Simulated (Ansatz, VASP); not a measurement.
Two plane-wave programs on SiO2

```
Si O
1.0
     4.08164    0.00000    0.00000
     0.00000    4.08164    0.00000
     0.00000    0.00000    2.61011
Si O
2 4
Direct
  0.00000 0.00000 0.00000
  0.50000 0.50000 0.50000
  0.30342 0.30342 0.00000
  0.19658 0.80342 0.50000
  0.69658 0.69658 0.00000
  0.80342 0.19658 0.50000
```

Change from the starting cell: volume scaled by 0.94, ions relaxed.

Alike in both runs: functional PBE; k mesh 7 × 7 × 11; occupations fermi-dirac, width 0.02 eV; no spin polarisation.

Ansatz relaxed the structure, and its values are those at the end. VASP's run is a single point on that final structure, the one shown.

|  | VASP | Ansatz |
| --- | --- | --- |
| version | VASP 6.6.1 | Ansatz 0.2.0 |
| potentials or method | VASP PAW PBE potentials, release 64 (Si, O) | plane-wave PAW, scalar-relativistic |
| plane-wave cutoff (eV) | 520 | 420 |
| valence electrons in the cell | 32 | 32 |

```csv
,VASP,Ansatz,Ansatz less VASP
gap on the k mesh at the Fermi level (eV),6.77,6.78,+0.008
pressure (GPa),36.5,36.2,-0.32
rms of the force components (eV/Å),0.009,0.001,-0.0079
```

Both programs put the cell under a high pressure, so it lies far from rest at this level. Ansatz's warnings: stress scf threshold loose.
